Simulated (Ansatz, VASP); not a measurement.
**B: VASP beside Ansatz**

```
B
1.0
     0.00000    1.43242    1.43242
     1.43242    0.00000    1.43242
     1.43242    1.43242    0.00000
B
1
Direct
  0.00000 0.00000 0.00000
```

Alike in both runs: task single point; functional PBEsol; k mesh 16 × 16 × 16; occupations fermi-dirac, width 0.08 eV; no spin polarisation.

|  | VASP | Ansatz |
| --- | --- | --- |
| version | VASP 6.6.1 | Ansatz 0.2.0 |
| potentials or method | VASP PAW PBE potentials, release 64 (B), cutoff 500 eV | all-electron LAPW, scalar-relativistic |

```csv
,VASP,Ansatz,Ansatz less VASP
gap on the k mesh at the Fermi level (eV),none,none,-
pressure (GPa),-2.5,-3.0,-0.42
```

VASP's potentials were made for PBE, not for PBEsol. A gap of «none» marks a metal or a gap that the smearing closes. Ansatz ran all-electron here, and VASP with PAW potentials.
